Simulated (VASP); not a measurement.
# Ta2N (P-3m1) in VASP: a series of runs, part 2 of 3

VASP 6.6.1.

## 3. Single point, PBE (the distance across one plane changed)

INCAR reads:

```
SYSTEM = Ta2N
  ALGO = Normal
  EDIFF = 1E-6
  ENCUT = 520
  GGA = PE
  ISIF = 2
  ISMEAR = 0
  LASPH = .True.
  LCHARG = .False.
  LREAL = .False.
  LWAVE = .False.
  NBANDS = 36
  NELM = 100
  PREC = Accurate
  SIGMA = 0.15
```

KPOINTS reads:

```
k-points
0
Gamma
  17 17 5
  0 0 0
```

POSCAR reads:

```
Ta2N
1.0
   -3.1011400595      0.0000000000      0.0000000000
   -1.5505700297     -2.6856660722      0.0000000000
    0.0000000000      0.0000000000     10.7637800776
Ta N
4 2
Direct
    0.6666666667      0.6666666667      0.1110761675
    0.6666666667      0.6666666667      0.5646240850
    0.3333333333      0.3333333333      0.7960196675
    0.3333333333      0.3333333333      0.3424717500
    0.0000000000      0.0000000000      0.6803218763
    0.0000000000      0.0000000000      0.2267739588
```

Potentials or basis: VASP PAW PBE potentials, release 64 (Ta_pv, N).

Launch:

```console
cat potpaw_PBE.64/Ta_pv/POTCAR potpaw_PBE.64/N/POTCAR > POTCAR
mpirun -np 1 vasp_std > vasp.out
```

OUTCAR:

```text
SYSTEM = Ta2N
   EDIFF = 1E-6
   ENCUT = 520
   GGA = PE
   ISIF = 2
   ISMEAR = 0
   LASPH = .True.
   LREAL = .False.
   NELM = 100
   PREC = Accurate

 ion  position               nearest neighbor table
   1  0.667  0.667  0.111-   6 2.18   6 2.18   6 2.18   4 3.07   4 3.07   4 3.07
   2  0.667  0.667  0.565-   5 2.18   5 2.18   5 2.18   4 2.99   4 2.99   4 2.99   3 3.07   3 3.07
                             3 3.07
   3  0.333  0.333  0.796-   5 2.18   5 2.18   5 2.18   2 3.07   2 3.07   2 3.07
   4  0.333  0.333  0.342-   6 2.18   6 2.18   6 2.18   2 2.99   2 2.99   2 2.99   1 3.07   1 3.07
                             1 3.07
   5  0.000  0.000  0.680-   3 2.18   3 2.18   3 2.18   2 2.18   2 2.18   2 2.18
   6  0.000  0.000  0.227-   4 2.18   4 2.18   4 2.18   1 2.18   1 2.18   1 2.18

  LATTYP: Found a hexagonal cell.
 ALAT       =     3.1011400595
 C/A-ratio  =     3.4709106558

  Lattice vectors:

 A1 = (   1.5505700297,   2.6856660722,   0.0000000000)
 A2 = (  -3.1011400595,   0.0000000000,   0.0000000000)
 A3 = (   0.0000000000,   0.0000000000,  10.7637800776)

Analysis of symmetry for initial positions (statically):
=====================================================================
 Subroutine PRICEL returns:
 Original cell was already a primitive cell.

 Routine SETGRP: Setting up the symmetry group for a
 hexagonal supercell.

 Subroutine GETGRP returns: Found 12 space group operations
 (whereof  6 operations were pure point group operations)
 out of a pool of 24 trial point group operations.

The static configuration has the point symmetry C_3v.
 The point group associated with its full space group is D_3d.

Analysis of symmetry for dynamics (positions and initial velocities):
=====================================================================
 Subroutine PRICEL returns:
 Original cell was already a primitive cell.

 Routine SETGRP: Setting up the symmetry group for a
 hexagonal supercell.

 Subroutine GETGRP returns: Found 12 space group operations
 (whereof  6 operations were pure point group operations)
 out of a pool of 24 trial point group operations.

The dynamic configuration has the point symmetry C_3v.
 The point group associated with its full space group is D_3d.

 Subroutine INISYM returns: Found 12 space group operations
 (whereof  6 operations are pure point group operations),
 and found     1 'primitive' translations

----------------------------------------------------------------------------------------

                                     Primitive cell

  volume of cell :      89.6475

  direct lattice vectors                    reciprocal lattice vectors
    -3.101140060  0.000000000  0.000000000    -0.322462056  0.186173555  0.000000000
    -1.550570030 -2.685666072  0.000000000     0.000000000 -0.372347110  0.000000000
     0.000000000  0.000000000 10.763780078     0.000000000  0.000000000  0.092904165

  length of vectors
     3.101140060  3.101140059 10.763780078     0.372347110  0.372347110  0.092904165

  position of ions in fractional coordinates (direct lattice)
     0.666666667  0.666666667  0.111076168
     0.666666667  0.666666667  0.564624085
     0.333333333  0.333333333  0.796019667
[... 39 lines left out ...]
 Following reciprocal coordinates:
            Coordinates               Weight
  0.000000  0.000000  0.000000      1.000000
  0.058824 -0.000000  0.000000      6.000000
  0.117647  0.000000  0.000000      6.000000
  0.176471  0.000000  0.000000      6.000000
  0.235294  0.000000  0.000000      6.000000
  0.294118  0.000000  0.000000      6.000000
[... 16 lines left out ...]
 -0.470588  0.117647  0.000000     12.000000
  0.352941  0.176471  0.000000      6.000000
 [... further k-points ...]
   k-points           NKPTS =    147   k-points in BZ     NKDIM =    147   number of bands    NBANDS=     36
   number of dos      NEDOS =    301   number of ions     NIONS =      6
   total plane-waves  NPLWV =  46080
   dimension x,y,z NGX =    24 NGY =   24 NGZ =   80
   dimension x,y,z NGXF=    48 NGYF=   48 NGZF=  160
   ions per type =               4   2
   NGX,Y,Z   is equivalent  to a cutoff of  12.87, 12.87, 12.36 a.u.
   NGXF,Y,Z  is equivalent  to a cutoff of  25.73, 25.73, 24.71 a.u.
 SYSTEM =  Ta2N
   PREC   = accura    normal or accurate (medium, high low for compatibility)
   ISTART =      0    job   : 0-new  1-cont  2-samecut
   ICHARG =      2    charge: 1-file 2-atom 10-const
   ISPIN  =      1    spin polarized calculation?
   LNONCOLLINEAR =      F non collinear calculations
   LSORBIT =      F    spin-orbit coupling
   LASPH  =      T    aspherical Exc in radial PAW
   ENCUT  =  520.0 eV  38.22 Ry    6.18 a.u.   5.77  5.77 20.01*2*pi/ulx,y,z
   NELM   =    100;   NELMIN=  2; NELMDL= -5     # of ELM steps
   EDIFF  = 0.1E-05   stopping-criterion for ELM
   LREAL  =      F    real-space projection
   EDIFFG = 0.1E-04   stopping-criterion for IOM
   NSW    =      0    number of steps for IOM
   IBRION =     -1    ionic relax: 0-MD 1-quasi-New 2-CG
   NFREE  =      0    steps in history (QN), initial steepest desc. (CG)
   ISIF   =      2    stress and relaxation
   ISYM   =      2    0-nonsym 1-usesym 2-fastsym
   POTIM  = 0.5000    time-step for ionic-motion
   TEBEG  =    0.0;   TEEND  =   0.0 temperature during run
   PSTRESS=    0.0 pullay stress
   NELECT =      54.0000    total number of electrons
   NUPDOWN=      -1.0000    fix difference up-down
   EMIN   =  10.00;   EMAX   =-10.00  energy-range for DOS
   EFERMI =   0.00;   METHOD = LEGACY
   ISMEAR =     0;   SIGMA  =   0.15  broadening in eV -4-tet -1-fermi 0-gaus
   EFERMI_NEDOS =   21; number of points for ismear=-14 and -15
   IALGO  =     38    algorithm
   IMIX   =      4    mixing-type and parameters
     AMIX     =   0.40;   BMIX     =  1.00
     AMIX_MAG =   1.60;   BMIX_MAG =  1.00
  volume/ion in A,a.u.               =      14.94       100.83
  Fermi-wavevector in a.u.,A,eV,Ry     =   1.382590  2.612716 26.008279  1.911555
  Thomas-Fermi vector in A             =   2.507267
   LORBIT       =      0    0 simple, 1 ext, 2 COOP (PROOUT), +10 PAW based schemes
   GGA     = PE    functional components
   LHFCALC =     F    Hartree Fock is set to
   AEXX    =    0.0000 exact exchange contribution
   IVDW    =     0    specifies the selected vdW correction
   LEPSILON=     F    determine dielectric tensor
   LRPA    =     F    only Hartree local field effects (RPA)
 non-spin polarized calculation
 Gauss-broadening in eV      SIGMA  =   0.15
  energy-cutoff  :      520.00
  volume of cell :       89.65
 maximum number of plane-waves:      2432
   NGX = 11   NGY = 11   NGZ = 41

 number of electron      53.9999999 magnetization

 Free energy of the ion-electron system (eV)
  ---------------------------------------------------
  ext. energy  EPLUGINS =         0.00000000
  ---------------------------------------------------
  free energy    TOTEN  =       -67.17123371 eV

  energy without entropy =      -67.13751250  energy(sigma->0) =      -67.15437310

 E-fermi :   6.3568     XC(G=0): -12.2673

 val. band max:        6.3504988789   @ k =   0.1765   0.1765   0.4000
 cond. band min:       6.3583457128   @ k =   0.1176   0.0588   0.0000
 fundamental gap:      0.0078468340
 Fermi energy:         6.3568206984

 k-point     1 :       0.0000    0.0000    0.0000
  band No.  band energies     occupation
      1     -29.2657      2.00000
      2     -29.1183      2.00000
      3     -28.7683      2.00000
      4     -28.5639      2.00000
      5     -28.5639      2.00000
      6     -28.5572      2.00000
[... 925 lines left out ...]
     35       9.5259      0.00000
     36       9.9953      0.00000

 [... further k-points ...]

------------------------ aborting loop because EDIFF is reached ----------------------------------------

  FORCE on cell =-STRESS in cart. coord.  units (eV):
  Direction    XX          YY          ZZ          XY          YZ          ZX
  --------------------------------------------------------------------------------------
  -------------------------------------------------------------------------------------
  Total       -2.6075035     -2.6075035     -7.4712782      0.0000000     -0.0000000     -0.0000000
  in kB      -46.6012187    -46.6012187   -133.5264427      0.0000000     -0.0000000     -0.0000000
  external PRESSURE =     -75.5762934 kB  Pullay stress =       0.0000000 kB

 VOLUME and BASIS-vectors are now :
 -----------------------------------------------------------------------------
  energy-cutoff  :      520.00
  volume of cell :       89.65
      direct lattice vectors                 reciprocal lattice vectors
    -3.101140060  0.000000000  0.000000000    -0.322462056  0.186173555  0.000000000
    -1.550570030 -2.685666072  0.000000000     0.000000000 -0.372347110  0.000000000
     0.000000000  0.000000000 10.763780078     0.000000000  0.000000000  0.092904165

 POSITION                                       TOTAL-FORCE (eV/Angst)
 -----------------------------------------------------------------------------------
     -3.10114     -1.79044      1.19560         0.000000     -0.000000     -1.578101
     -3.10114     -1.79044      6.07749        -0.000000     -0.000000      0.038232
     -1.55057     -0.89522      8.56818        -0.000000     -0.000000      1.578101
     -1.55057     -0.89522      3.68629         0.000000      0.000000     -0.038232
      0.00000      0.00000      7.32284        -0.000000      0.000000      0.075227
      0.00000      0.00000      2.44095         0.000000     -0.000000     -0.075227
 -----------------------------------------------------------------------------------
    total drift:                               -0.000000     -0.000000     -0.000005

  FREE ENERGIE OF THE ION-ELECTRON SYSTEM (eV)
  ---------------------------------------------------
  free  energy   TOTEN  =       -67.1712337104 eV

  energy  without entropy=      -67.1375124952  energy(sigma->0) =      -67.15437310
```

Run time: 6.5 min. Hardware: 1 thread of Intel Xeon 8259CL, shared host; peak memory 0.44 GiB.

Results:

```yaml
Free_energy: -67.1712 eV
Pressure: -7.6 GPa
Largest_force: 1.578 eV/Å
Band_gap_on_the_k_mesh: zero (bands 27 and 28 overlap by 0.94 eV)
```

Forces on the atoms (eV/Å):
```
Ta   0.000  0.000 -1.578
Ta   0.000  0.000  0.038
Ta   0.000  0.000  1.578
Ta   0.000  0.000 -0.038
N    0.000  0.000  0.075
N    0.000  0.000 -0.075
```

Caveat: the cell differs from its parent crystal (the distance across one plane changed); the stress differs along the axes, from -13 to -5 GPa; spin-orbit coupling is left out, which moves the levels of the heavy elements; forces of over 1 eV/Å act on the atoms, so gaps and moduli don't describe the material at rest.

(Part 2 of 3 ends here.)
